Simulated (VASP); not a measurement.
# H4C2O (P2_1/c) in VASP: notebook, part 2 of 2

VASP 6.6.1. The steps go on from the part before.

## Step 3: Single point, PBE+D3(BJ)

The COD entry that gives the cell may itself be a prediction, so a difference from it is no test against experiment.

This run uses another cell than the first one, of 9.15 Å³/atom, 1.006 times its volume.

File INCAR:

```
PREC = Accurate
ENCUT = 520
EDIFF = 1E-6
ISMEAR = 0
SIGMA = 0.02
LREAL = Auto
LASPH = True
NELM = 100
ALGO = Normal
ISIF = 2
LWAVE = False
LCHARG = True
GGA = PE
IVDW = 12
LELF = True
LVHAR = True
NBANDS = 56
```

File KPOINTS:

```
regular mesh
0
Gamma
  6 4 4
```

File POSCAR:

```
H4C2O
1.0
    4.6450000000      0.0000000000      0.0000000000
    0.0000000000      8.4070000000      0.0000000000
   -3.4878085440      0.0000000000      6.5627588661
H C O
16 8 4
Direct
    0.8360000000      0.6140000000      0.5860000000
    0.1640000000      0.1140000000      0.9140000000
    0.1640000000      0.3860000000      0.4140000000
    0.8360000000      0.8860000000      0.0860000000
    0.9150000000      0.4580000000      0.7460000000
    0.0850000000      0.9580000000      0.7540000000
    0.0850000000      0.5420000000      0.2540000000
    0.9150000000      0.0420000000      0.2460000000
    0.5800000000      0.5660000000      0.8600000000
    0.4200000000      0.0660000000      0.6400000000
    0.4200000000      0.4340000000      0.1400000000
    0.5800000000      0.9340000000      0.3600000000
    0.5190000000      0.7190000000      0.6990000000
    0.4810000000      0.2190000000      0.8010000000
    0.4810000000      0.2810000000      0.3010000000
    0.5190000000      0.7810000000      0.1990000000
    0.8502000000      0.5627000000      0.7058000000
    0.1498000000      0.0627000000      0.7942000000
    0.1498000000      0.4373000000      0.2942000000
    0.8502000000      0.9373000000      0.2058000000
    0.6464000000      0.6354000000      0.7804000000
    0.3536000000      0.1354000000      0.7196000000
    0.3536000000      0.3646000000      0.2196000000
    0.6464000000      0.8646000000      0.2804000000
    0.9878000000      0.6717000000      0.8721000000
    0.0122000000      0.1717000000      0.6279000000
    0.0122000000      0.3283000000      0.1279000000
    0.9878000000      0.8283000000      0.3721000000
```

Potentials or basis: VASP PAW PBE potentials, release 64 (H, C, O).

Run with:

```sh
> cat potpaw_PBE.64/H/POTCAR potpaw_PBE.64/C/POTCAR potpaw_PBE.64/O/POTCAR > POTCAR
> mpirun -np 1 vasp_std > vasp.out
```

OUTCAR:

```text
PREC = Accurate
   ENCUT = 520
   EDIFF = 1E-6
   ISMEAR = 0
   LREAL = Auto
   LASPH = True
   NELM = 100
   ISIF = 2
   GGA = PE
   IVDW = 12
 IVDW          = 12

 ion  position               nearest neighbor table
   1  0.836  0.614  0.586-  17 0.96
   2  0.164  0.114  0.914-  18 0.96
   3  0.164  0.386  0.414-  19 0.96
   4  0.836  0.886  0.086-  20 0.96
   5  0.915  0.458  0.746-  17 0.93
[... 1509 lines left out ...]
  -------------------------------------------------------------------------------------
  Total      24.99159    57.54252    38.92300     0.00000     0.00000    -8.34152
  in kB     156.23966   359.73792   243.33447     0.00000     0.00000   -52.14860
  external pressure =      253.10 kB  Pullay stress =        0.00 kB

 VOLUME and BASIS-vectors are now :
 -----------------------------------------------------------------------------
  energy-cutoff  :      520.00
  volume of cell :      256.28
      direct lattice vectors                 reciprocal lattice vectors
     4.645000000  0.000000000  0.000000000     0.215285253  0.000000000  0.114414343
     0.000000000  8.407000000  0.000000000     0.000000000  0.118948495  0.000000000
    -3.487808544  0.000000000  6.562758866     0.000000000  0.000000000  0.152374942

 POSITION                                       TOTAL-FORCE (eV/Angst)
 -----------------------------------------------------------------------------------
      1.83936      5.16190      3.84578         2.549412      1.947355     -5.256050
     -2.42608      0.95840      5.99836        -2.549412      1.947355      5.256050
     -0.68217      3.24510      2.71698        -2.549412     -1.947355      5.256050
      3.58327      7.44860      0.56440         2.549412     -1.947355     -5.256050
      1.64827      3.85041      4.89582         1.713173     -7.940522      1.827189
     -2.23498      8.05391      4.94832        -1.713173     -7.940522     -1.827189
[... 20 lines left out ...]
     -0.38942      2.76002      0.83938        -0.356649     -0.628429     -1.390317
      3.29052      6.96352      2.44200         0.356649     -0.628429      1.390317
 -----------------------------------------------------------------------------------
    total drift:                               -0.000000     -0.000000     -0.000000

  FREE ENERGIE OF THE ION-ELECTRON SYSTEM (eV)
  ---------------------------------------------------
  free  energy   TOTEN  =      -146.6701862678 eV

  energy  without entropy=     -146.6701862678  energy(sigma->0) =     -146.67018627
```

Run time: 15 min. Hardware: 1 thread of Intel Xeon Platinum 8259CL at 2.50GHz (Skylake/Cascade Lake), shared host; peak memory 0.56 GiB.

What came out:

- Free energy: -146.6702 eV
- Pressure: 25.3 GPa
- Largest force: 8.326 eV/Å
- Band gap on the k mesh: 5.89 eV, indirect (least direct gap 5.94 eV)
- Dispersion energy per atom: -0.049 eV

Forces on the atoms (eV/Å):
```
H    2.549  1.947 -5.256
H   -2.549  1.947  5.256
H   -2.549 -1.947  5.256
H    2.549 -1.947 -5.256
H    1.713 -7.941  1.827
H   -1.713 -7.941 -1.827
H   -1.713  7.941 -1.827
H    1.713  7.941  1.827
H   -3.295 -2.698  2.892
H    3.295 -2.698 -2.892
H    3.295  2.698 -2.892
H   -3.295  2.698  2.892
H   -3.315  6.092 -4.370
H    3.315  6.092  4.370
H    3.315 -6.092  4.370
H   -3.315 -6.092 -4.370
C   -2.635  4.649  1.847
C    2.635  4.649 -1.847
C    2.635 -4.649 -1.847
C   -2.635 -4.649  1.847
C    4.633 -2.709  1.698
C   -4.633 -2.709 -1.698
C   -4.633  2.709 -1.698
C    4.633  2.709  1.698
O    0.357  0.628  1.390
O   -0.357  0.628 -1.390
O   -0.357 -0.628 -1.390
O    0.357 -0.628  1.390
```

Caveat: forces of over 1 eV/Å act on the atoms, so gaps and moduli don't describe the material at rest.
